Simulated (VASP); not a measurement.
# HfO2: single point with PBE

The system is HfO2.

```
Hf O
1.0
     0.00000    2.42802    2.42802
     2.42802    0.00000    2.42802
     2.42802    2.42802    0.00000
Hf O
1 2
Direct
  0.00000 0.00000 0.00000
  0.25000 0.25000 0.25000
  0.75000 0.75000 0.75000
```

This cell differs from its parent crystal: strain -4.0%.

```yaml
Program: VASP 6.6.1
Task: single point
Functional: PBE
Potentials_or_basis: VASP PAW PBE potentials, release 64 (Hf_pv, O)
Cutoff: 520 eV
k_mesh: 8 × 8 × 8
Occupations: fermi-dirac, width 0.02 eV
Spin: no spin polarisation
Dipole_correction: no
Further_INCAR_settings: ALGO = Normal; EDIFF = 1e-06; NBANDS = 18
```

* Pressure: 43.6 GPa
* Band gap on the k mesh: 4.15 eV, direct

Levels at points of the mesh, in eV from the valence-band top:
| k point | band 9 | band 10 | band 11 | band 12 | band 13 | band 14 |
| --- | --- | --- | --- | --- | --- | --- |
| (0.00, 0.00, 0.00) | -0.67 | -0.67 | -0.67 | 4.17 | 4.17 | 6.88 |
| (0.50, 0.00, 0.00) | -3.01 | -1.97 | -1.97 | 5.08 | 5.08 | 8.29 |
| (0.50, 0.50, 0.00) | -1.76 | -1.76 | 0.00 | 4.15 | 6.21 | 7.90 |

It took 20 s on 1 thread of Intel Xeon 8259CL, with other jobs on the host, peak memory 0.17 GiB.

Caveat: the cell differs from its parent crystal (strain -4.0%); spin-orbit coupling is left out, which moves the levels of the heavy elements. A k mesh can miss the band edges.
